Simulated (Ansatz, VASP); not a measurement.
# One calculation of Pd, two programs

```
Pd
1.0
     0.00000    1.93175    1.93175
     1.93175    0.00000    1.93175
     1.93175    1.93175    0.00000
Pd
1
Direct
  0.00000 0.00000 0.00000
```

Alike in both runs: task single point; functional BLYP; k mesh 22 × 22 × 22; occupations fermi-dirac, width 0.1 eV; no spin polarisation.

|  | VASP | Ansatz |
| --- | --- | --- |
| version | VASP 6.6.1 | Ansatz 0.2.0 |
| potentials or method | VASP PAW PBE potentials, release 64 (Pd), cutoff 520 eV | plane waves (420 eV) with PAW, scalar-relativistic |
| valence electrons in the cell | 10 | 18 |

|  | VASP | Ansatz | Ansatz less VASP |
| --- | --- | --- | --- |
| pressure (GPa) | 24.6 | 24.1 | -0.51 |

VASP's potentials were made for PBE, not for BLYP. VASP's potentials hold 10 valence electrons a cell and Ansatz's 18, so a difference there can come from the potentials and not from the codes.
